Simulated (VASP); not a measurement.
# KMgF3 (Pm-3m) in VASP: notebook

Runs on KMgF3. Level: PBE. Tasks: single point.

All numbers are computed with VASP 6.6.1; they aren't measurements. Logs are shortened: lines on timing, memory, paths and dates and some standing lists are left out, and cuts for length are marked.

## (1) The cell of the first run

It takes space group Pm-3m (No. 221, cubic). Conventional cell: a = 3.980 Å, b = 3.980 Å, c = 3.980 Å, α = 90.00°, β = 90.00°, γ = 90.00°. K (site symmetry m-3m) has 12 F at 2.81 Å and 8 Mg at 3.45 Å within 3.7 Å. Within 2.6 Å of Mg (site symmetry m-3m) lie 6 F at 1.99 Å. Within 2.6 Å of F (site symmetry 4/mmm) lie 2 Mg at 1.99 Å.

## (2) Single point, PBE

INCAR reads:

```
SYSTEM = KMgF3
  PREC = Accurate
  ENCUT = 520
  EDIFF = 1E-6
  ISMEAR = 0
  SIGMA = 0.01
  LREAL = .False.
  LASPH = .True.
  NELM = 80
  ALGO = Normal
  ISIF = 2
  LWAVE = .False.
  LCHARG = .False.
  GGA = PE
  NBANDS = 24
```

KPOINTS reads:

```
Automatic mesh
0
Gamma
  6 6 6
  0 0 0
```

POSCAR reads:

```
KMgF3
1.0
    3.9802355626      0.0000000000      0.0000000000
    0.0000000000      3.9802355626      0.0000000000
    0.0000000000      0.0000000000      3.9802355626
K Mg F
1 1 3
Direct
    0.5000000000      0.5000000000      0.5000000000
    0.0000000000      0.0000000000      0.0000000000
    0.5000000000      0.0000000000      0.0000000000
    0.0000000000      0.5000000000      0.0000000000
    0.0000000000      0.0000000000      0.5000000000
```

Potentials or basis: VASP PAW PBE potentials, release 64 (K_sv, Mg, F).

Command:

```console
> cat potpaw_PBE.64/K_sv/POTCAR potpaw_PBE.64/Mg/POTCAR potpaw_PBE.64/F/POTCAR > POTCAR
> mpirun -np 1 vasp_std > vasp.out
```

OUTCAR:

```text
SYSTEM = KMgF3
   PREC = Accurate
   ENCUT = 520
   EDIFF = 1E-6
   ISMEAR = 0
   LREAL = .False.
   LASPH = .True.
   NELM = 80
   ISIF = 2
   GGA = PE

 ion  position               nearest neighbor table
   1  0.500  0.500  0.500-   3 2.81   4 2.81   5 2.81   3 2.81   4 2.81   3 2.81   5 2.81   3 2.81
                             4 2.81   5 2.81   4 2.81   5 2.81   2 3.45   2 3.45   2 3.45   2 3.45
   2  0.000  0.000  0.000-   3 1.99   4 1.99   5 1.99   5 1.99   4 1.99   3 1.99   1 3.45   1 3.45
                             1 3.45   1 3.45   1 3.45   1 3.45   1 3.45   1 3.45
   3  0.500  0.000  0.000-   2 1.99   2 1.99   1 2.81   1 2.81   1 2.81   1 2.81
   4  0.000  0.500  0.000-   2 1.99   2 1.99   1 2.81   1 2.81   1 2.81   1 2.81
   5  0.000  0.000  0.500-   2 1.99   2 1.99   1 2.81   1 2.81   1 2.81   1 2.81

  LATTYP: Found a simple cubic cell.
 ALAT       =     3.9802355626

  Lattice vectors:

 A1 = (   3.9802355626,   0.0000000000,   0.0000000000)
 A2 = (   0.0000000000,   3.9802355626,   0.0000000000)
 A3 = (   0.0000000000,   0.0000000000,   3.9802355626)

Analysis of symmetry for initial positions (statically):
=====================================================================
 Subroutine PRICEL returns:
 Original cell was already a primitive cell.

 Routine SETGRP: Setting up the symmetry group for a
 simple cubic supercell.

 Subroutine GETGRP returns: Found 48 space group operations
 (whereof 48 operations were pure point group operations)
 out of a pool of 48 trial point group operations.

The static configuration has the point symmetry O_h .

Analysis of symmetry for dynamics (positions and initial velocities):
=====================================================================
 Subroutine PRICEL returns:
 Original cell was already a primitive cell.

 Routine SETGRP: Setting up the symmetry group for a
 simple cubic supercell.

 Subroutine GETGRP returns: Found 48 space group operations
 (whereof 48 operations were pure point group operations)
 out of a pool of 48 trial point group operations.

The dynamic configuration has the point symmetry O_h .

 Subroutine INISYM returns: Found 48 space group operations
 (whereof 48 operations are pure point group operations),
 and found     1 'primitive' translations

----------------------------------------------------------------------------------------

                                     Primitive cell

  volume of cell :      63.0560

  direct lattice vectors                    reciprocal lattice vectors
     3.980235563  0.000000000  0.000000000     0.251241411  0.000000000  0.000000000
     0.000000000  3.980235563  0.000000000     0.000000000  0.251241411  0.000000000
     0.000000000  0.000000000  3.980235563     0.000000000  0.000000000  0.251241411

  length of vectors
     3.980235563  3.980235563  3.980235563     0.251241411  0.251241411  0.251241411

  position of ions in fractional coordinates (direct lattice)
     0.500000000  0.500000000  0.500000000
     0.000000000  0.000000000  0.000000000
     0.500000000  0.000000000  0.000000000
     0.000000000  0.500000000  0.000000000
     0.000000000  0.000000000  0.500000000

  ion indices of the primitive-cell ions
   primitive index   ion index
                 1           1
                 2           2
                 3           3
                 4           4
                 5           5

----------------------------------------------------------------------------------------

 KPOINTS: Automatic mesh

Automatic generation of k-mesh.
 Grid dimensions read from file:
 generate k-points for:    6    6    6

 Generating k-lattice:

  Cartesian coordinates                     Fractional coordinates (reciprocal lattice)
     0.041873569  0.000000000  0.000000000     0.166666667  0.000000000  0.000000000
     0.000000000  0.041873569  0.000000000     0.000000000  0.166666667  0.000000000
     0.000000000  0.000000000  0.041873569     0.000000000  0.000000000  0.166666667

  Length of vectors
     0.041873569  0.041873569  0.041873569

  Shift w.r.t. Gamma in fractional coordinates (k-lattice)
     0.000000000  0.000000000  0.000000000

 Subroutine IBZKPT returns following result:
 ===========================================

 Found     20 irreducible k-points:

 Following reciprocal coordinates:
            Coordinates               Weight
  0.000000  0.000000  0.000000      1.000000
  0.166667  0.000000  0.000000      6.000000
  0.333333  0.000000  0.000000      6.000000
  0.500000  0.000000  0.000000      3.000000
  0.166667  0.166667  0.000000     12.000000
  0.333333  0.166667  0.000000     24.000000
[... 12 lines left out ...]
  0.500000  0.500000  0.333333      6.000000
  0.500000  0.500000  0.500000      1.000000
   k-points           NKPTS =     20   k-points in BZ     NKDIM =     20   number of bands    NBANDS=     24
   number of dos      NEDOS =    301   number of ions     NIONS =      5
   total plane-waves  NPLWV =  27000
   dimension x,y,z NGX =    30 NGY =   30 NGZ =   30
   dimension x,y,z NGXF=    60 NGYF=   60 NGZF=   60
   ions per type =               1   1   3
   NGX,Y,Z   is equivalent  to a cutoff of  12.53, 12.53, 12.53 a.u.
   NGXF,Y,Z  is equivalent  to a cutoff of  25.06, 25.06, 25.06 a.u.
 SYSTEM =  KMgF3
   PREC   = accura    normal or accurate (medium, high low for compatibility)
   ISTART =      0    job   : 0-new  1-cont  2-samecut
   ICHARG =      2    charge: 1-file 2-atom 10-const
   ISPIN  =      1    spin polarized calculation?
   LNONCOLLINEAR =      F non collinear calculations
   LSORBIT =      F    spin-orbit coupling
   LASPH  =      T    aspherical Exc in radial PAW
   ENCUT  =  520.0 eV  38.22 Ry    6.18 a.u.   7.40  7.40  7.40*2*pi/ulx,y,z
   NELM   =     80;   NELMIN=  2; NELMDL= -5     # of ELM steps
   EDIFF  = 0.1E-05   stopping-criterion for ELM
   LREAL  =      F    real-space projection
   EDIFFG = 0.1E-04   stopping-criterion for IOM
   NSW    =      0    number of steps for IOM
   IBRION =     -1    ionic relax: 0-MD 1-quasi-New 2-CG
   NFREE  =      0    steps in history (QN), initial steepest desc. (CG)
   ISIF   =      2    stress and relaxation
   ISYM   =      2    0-nonsym 1-usesym 2-fastsym
   POTIM  = 0.5000    time-step for ionic-motion
   TEBEG  =    0.0;   TEEND  =   0.0 temperature during run
   PSTRESS=    0.0 pullay stress
   NELECT =      32.0000    total number of electrons
   NUPDOWN=      -1.0000    fix difference up-down
   EMIN   =  10.00;   EMAX   =-10.00  energy-range for DOS
   EFERMI =   0.00;   METHOD = LEGACY
   ISMEAR =     0;   SIGMA  =   0.01  broadening in eV -4-tet -1-fermi 0-gaus
   EFERMI_NEDOS =   21; number of points for ismear=-14 and -15
   IALGO  =     38    algorithm
   IMIX   =      4    mixing-type and parameters
     AMIX     =   0.40;   BMIX     =  1.00
     AMIX_MAG =   1.60;   BMIX_MAG =  1.00
  volume/ion in A,a.u.               =      12.61        85.10
  Fermi-wavevector in a.u.,A,eV,Ry     =   1.305818  2.467639 23.200126  1.705161
  Thomas-Fermi vector in A             =   2.436662
   LORBIT       =      0    0 simple, 1 ext, 2 COOP (PROOUT), +10 PAW based schemes
   GGA     = PE    functional components
   LHFCALC =     F    Hartree Fock is set to
   AEXX    =    0.0000 exact exchange contribution
   IVDW    =     0    specifies the selected vdW correction
   LEPSILON=     F    determine dielectric tensor
   LRPA    =     F    only Hartree local field effects (RPA)
 non-spin polarized calculation
 Gauss-broadening in eV      SIGMA  =   0.01
  energy-cutoff  :      520.00
  volume of cell :       63.06
 maximum number of plane-waves:      1743
 NGX is ok and might be reduce to    30
   NGX = 15   NGY = 15   NGZ = 15

 number of electron      31.9999959 magnetization

 Free energy of the ion-electron system (eV)
  ---------------------------------------------------
  ext. energy  EPLUGINS =         0.00000000
  ---------------------------------------------------
  free energy    TOTEN  =       -24.40805973 eV

  energy without entropy =      -24.40805973  energy(sigma->0) =      -24.40805973

 E-fermi :  -1.5004     XC(G=0):  -9.7053

 val. band max:       -1.5792427040   @ k =   0.5000   0.5000   0.5000
 cond. band min:       5.7577433603   @ k =   0.0000   0.0000   0.0000
 fundamental gap:      7.3369860643
 Fermi energy:        -1.5004224146

 k-point     1 :       0.0000    0.0000    0.0000
  band No.  band energies     occupation
      1     -27.2248      2.00000
      2     -21.7097      2.00000
      3     -21.0506      2.00000
      4     -21.0506      2.00000
      5     -10.7176      2.00000
      6     -10.7176      2.00000
[... 16 lines left out ...]
     23      12.4847      0.00000
     24      15.3946      0.00000

 k-point     2 :       0.1667    0.0000    0.0000
  band No.  band energies     occupation
      1     -27.2175      2.00000
      2     -21.6797      2.00000
      3     -21.0877      2.00000
      4     -21.0477      2.00000
      5     -10.7135      2.00000
      6     -10.7036      2.00000
[... 16 lines left out ...]
     23      12.4800      0.00000
     24      15.2700      0.00000

 k-point     3 :       0.3333    0.0000    0.0000
  band No.  band energies     occupation
      1     -27.2030      2.00000
      2     -21.6053      2.00000
      3     -21.1761      2.00000
      4     -21.0433      2.00000
      5     -10.7056      2.00000
      6     -10.6752      2.00000
[... 16 lines left out ...]
     23      12.4265      0.00000
     24      14.8514      0.00000

 k-point     4 :       0.5000    0.0000    0.0000
  band No.  band energies     occupation
      1     -27.1957      2.00000
      2     -21.5550      2.00000
      3     -21.2335      2.00000
      4     -21.0406      2.00000
      5     -10.7017      2.00000
      6     -10.6609      2.00000
[... 16 lines left out ...]
     23      12.8682      0.00000
     24      13.9748      0.00000

 k-point     5 :       0.1667    0.1667    0.0000
  band No.  band energies     occupation
      1     -27.2108      2.00000
      2     -21.6479      2.00000
      3     -21.1025      2.00000
      4     -21.0664      2.00000
      5     -10.7343      2.00000
      6     -10.6901      2.00000
[... 16 lines left out ...]
     23      12.5179      0.00000
     24      14.6620      0.00000

 k-point     6 :       0.3333    0.1667    0.0000
  band No.  band energies     occupation
      1     -27.1973      2.00000
      2     -21.5692      2.00000
      3     -21.1806      2.00000
      4     -21.0697      2.00000
      5     -10.7367      2.00000
      6     -10.6819      2.00000
[... 16 lines left out ...]
     23      12.5374      0.00000
     24      14.1993      0.00000
[... 271 lines left out ...]
 k-point    17 :       0.3333    0.3333    0.3333
  band No.  band energies     occupation
      1     -27.1729      2.00000
      2     -21.3790      2.00000
      3     -21.1915      2.00000
      4     -21.1915      2.00000
      5     -10.8268      2.00000
      6     -10.8268      2.00000
[... 16 lines left out ...]
     23      13.3974      0.00000
     24      14.1921      0.00000

 k-point    18 :       0.5000    0.3333    0.3333
  band No.  band energies     occupation
      1     -27.1685      2.00000
      2     -21.3169      2.00000
      3     -21.2417      2.00000
      4     -21.1869      2.00000
      5     -10.8510      2.00000
      6     -10.8451      2.00000
[... 16 lines left out ...]
     23      12.8494      0.00000
     24      13.8391      0.00000

 k-point    19 :       0.5000    0.5000    0.3333
  band No.  band energies     occupation
      1     -27.1646      2.00000
      2     -21.2473      2.00000
      3     -21.2392      2.00000
      4     -21.2392      2.00000
      5     -10.8777      2.00000
      6     -10.8777      2.00000
[... 16 lines left out ...]
     23      13.2299      0.00000
     24      13.2299      0.00000

 k-point    20 :       0.5000    0.5000    0.5000
  band No.  band energies     occupation
      1     -27.1611      2.00000
      2     -21.2344      2.00000
      3     -21.2344      2.00000
      4     -21.2344      2.00000
      5     -10.9058      2.00000
      6     -10.9058      2.00000
[... 16 lines left out ...]
     23      13.6258      0.00000
     24      13.6258      0.00000

------------------------ aborting loop because EDIFF is reached ----------------------------------------

  FORCE on cell =-STRESS in cart. coord.  units (eV):
  Direction    XX          YY          ZZ          XY          YZ          ZX
  --------------------------------------------------------------------------------------
  -------------------------------------------------------------------------------------
  Total        1.4609472      1.4609472      1.4609472      0.0000000      0.0000000      0.0000000
  in kB       37.1209229     37.1209229     37.1209229      0.0000000      0.0000000      0.0000000
  external PRESSURE =      37.1209229 kB  Pullay stress =       0.0000000 kB

 VOLUME and BASIS-vectors are now :
 -----------------------------------------------------------------------------
  energy-cutoff  :      520.00
  volume of cell :       63.06
      direct lattice vectors                 reciprocal lattice vectors
     3.980235563  0.000000000  0.000000000     0.251241411  0.000000000  0.000000000
     0.000000000  3.980235563  0.000000000     0.000000000  0.251241411  0.000000000
     0.000000000  0.000000000  3.980235563     0.000000000  0.000000000  0.251241411

 POSITION                                       TOTAL-FORCE (eV/Angst)
 -----------------------------------------------------------------------------------
      1.99012      1.99012      1.99012         0.000000      0.000000      0.000000
      0.00000      0.00000      0.00000         0.000000      0.000000      0.000000
      1.99012      0.00000      0.00000         0.000000      0.000000      0.000000
      0.00000      1.99012      0.00000         0.000000      0.000000      0.000000
      0.00000      0.00000      1.99012         0.000000      0.000000      0.000000
 -----------------------------------------------------------------------------------
    total drift:                                0.000000     -0.000000      0.000000

  FREE ENERGIE OF THE ION-ELECTRON SYSTEM (eV)
  ---------------------------------------------------
  free  energy   TOTEN  =       -24.4080597295 eV

  energy  without entropy=      -24.4080597295  energy(sigma->0) =      -24.40805973
```

It took 59 s on 1 thread of AMD EPYC 7R13, shared host; peak memory 0.15 GiB.

Results:

* Free energy: -24.4081 eV
* Pressure: 3.7 GPa
* Band gap on the k mesh: 7.34 eV, indirect (least direct gap 7.66 eV)

A k mesh can miss the band edges. As with any semilocal functional, this PBE gap is likely too small.

## (3) Single point, PBE (volume changed by -6%)

INCAR reads:

```
ALGO = Normal
EDIFF = 1E-7
ENCUT = 520
GGA = PE
ISIF = 2
ISMEAR = 0
LASPH = True
LCHARG = False
LREAL = False
LWAVE = False
NBANDS = 24
NELM = 60
PREC = Accurate
SIGMA = 0.01
```

KPOINTS reads:

```
k-points
0
Gamma
  6 6 6
```

Edit POSCAR of step 2 so:

```diff
@@ -2,5 +2,5 @@
 1.0
-    3.9802355626      0.0000000000      0.0000000000
-    0.0000000000      3.9802355626      0.0000000000
-    0.0000000000      0.0000000000      3.9802355626
+    3.9714246979      0.0000000000      0.0000000000
+    0.0000000000      3.9714246979      0.0000000000
+    0.0000000000      0.0000000000      3.9714246979
 K Mg F
```

Potentials or basis: VASP PAW PBE potentials, release 64 (K_sv, Mg, F).

Command:

```console
> cat potpaw_PBE.64/K_sv/POTCAR potpaw_PBE.64/Mg/POTCAR potpaw_PBE.64/F/POTCAR > POTCAR
> mpirun -np 1 vasp_std > vasp.out
```

Wall time 72 s (1 thread of AMD EPYC 7R13, shared host); peak memory 0.15 GiB.

It converged, with:

* Free energy: -24.3967 eV
* Pressure: 4.3 GPa
* Band gap on the k mesh: 7.39 eV, indirect (least direct gap 7.71 eV)

Levels at points of the mesh, in eV from the valence-band top:
```
           k point  band 12  band 13  band 14  band 15  band 16  band 17  band 18  band 19  band 20  band 21
(0.00, 0.00, 0.00)    -0.63    -0.63    -0.32    -0.32    -0.32     7.39    10.10    10.10    12.26    12.26
(0.50, 0.00, 0.00)    -0.88    -0.87    -0.87    -0.54    -0.54    10.19    10.56    11.15    12.87    12.87
(0.50, 0.50, 0.00)    -1.06    -1.06    -0.90    -0.90    -0.02    10.98    11.75    12.74    12.74    12.88
(0.50, 0.50, 0.50)    -1.13    -1.13     0.00     0.00     0.00    10.49    10.49    10.49    14.09    14.13
```
